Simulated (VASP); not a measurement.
Be5Te2:

```
Be Te
1.0
     3.92000    0.00000    0.00000
    -1.96000    3.39482    0.00000
     0.00000    0.00000    8.50000
Be Te
5 2
Direct
  0.00000 0.00000 0.00000
  0.00000 0.00000 0.74000
  0.66667 0.33333 0.00000
  0.33333 0.66667 0.00000
  0.66667 0.33333 0.36000
  0.33333 0.66667 0.27000
  0.66667 0.33333 0.65000
```

- Program: VASP 6.6.1
- Task: relaxation of cell and atoms
- Functional: PBE
- Potentials or basis: VASP PAW PBE potentials, release 64 (Be, Te)
- Cutoff: 600 eV
- k mesh: 5 × 5 × 2
- Occupations: gaussian, width 0.2 eV
- Spin: no spin polarisation

At the start: pressure 2.8 GPa; volume 16.16 Å³/atom.

Problem. Where does the relaxation end?

Solution. Over 16 steps the energy falls by 92.2 meV/atom and the volume is 16.71 Å³/atom (+3.4 %); space group P3m1 (No. 156, to 0.05 Å).

The path:
| step | energy change (eV) | largest force (eV/Å) | pressure (GPa) | volume (Å³) |
| --- | --- | --- | --- | --- |
| 1 | 0.0000 | 1.4204 | 2.83 | 113.12 |
| 2 | -0.4052 | 0.7140 | 0.46 | 117.69 |
| 3 | -0.4394 | 0.6887 | 0.11 | 118.97 |
| 4 | -0.4519 | 0.6181 | -0.47 | 121.48 |
| 5 | -0.4561 | 0.6510 | -0.27 | 120.56 |
| 6 | -0.5013 | 0.5742 | -0.21 | 120.30 |
| 7 | -0.5723 | 0.3466 | -0.01 | 119.53 |
| 8 | -0.5743 | 0.4122 | 0.03 | 119.37 |
| 9 | -0.6078 | 0.2136 | 0.00 | 119.27 |
| 10 | -0.6195 | 0.2148 | 0.02 | 119.16 |
| 11 | -0.6294 | 0.1192 | -0.13 | 119.19 |
| 12 | -0.6308 | 0.1474 | -0.20 | 119.21 |
| 13 | -0.6387 | 0.1022 | -0.07 | 118.28 |
| 14 | -0.6423 | 0.1174 | 0.15 | 116.99 |
| 15 | -0.6451 | 0.0846 | -0.01 | 116.92 |
| 16 | -0.6455 | 0.0731 | 0.03 | 116.94 |

Final structure:
```
Be Te
1.0
     3.82772    0.00000    0.00000
    -1.91386    3.31490    0.00000
     0.00000    0.00000    9.21631
Be Te
5 2
Direct
  0.00000 0.00000 0.00016
  0.00000 0.00000 0.76329
  0.66667 0.33333 0.94688
  0.33333 0.66667 0.99772
  0.66667 0.33333 0.37939
  0.33333 0.66667 0.28292
  0.66667 0.33333 0.64964
```

Caveat: the k points lie up to 0.38 Å⁻¹ apart in the final cell; the relaxation stopped at a loose force limit of 0.08 eV/Å, so its end isn't a converged minimum.
